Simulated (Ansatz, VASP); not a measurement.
# ScAl3: VASP beside Ansatz

```xyz
4
Lattice="4.1391 0.0000 0.0000 0.0000 4.1391 0.0000 0.0000 0.0000 4.1391" Properties=species:S:1:pos:R:3 pbc="T T T"
Sc    0.0000    0.0000    0.0000
Al    2.0696    0.0000    2.0696
Al    0.0000    2.0696    2.0696
Al    2.0696    2.0696    0.0000
```

Alike in both runs: task single point; functional r2SCAN; k mesh 10 × 10 × 10; occupations gaussian, width 0.05 eV; no spin polarisation.

```csv
,VASP,Ansatz
version,VASP 6.6.1,Ansatz 0.2.0
potentials or method,"VASP PAW PBE potentials, release 64 (Sc_sv, Al), cutoff 520 eV","scalar-relativistic, plane waves, PAW"
valence electrons in the cell,20,20
```

```tsv
	VASP	Ansatz	Ansatz less VASP
gap on the k mesh at the Fermi level (eV)	none	none	-
pressure (GPa)	-3.4	-3.4	+0.01
```

VASP's potentials were made for PBE, not for r2SCAN. A gap of «none» marks a metal or a gap that the smearing closes. With one functional, cell and mesh, what is left measures potentials, basis and numerics.
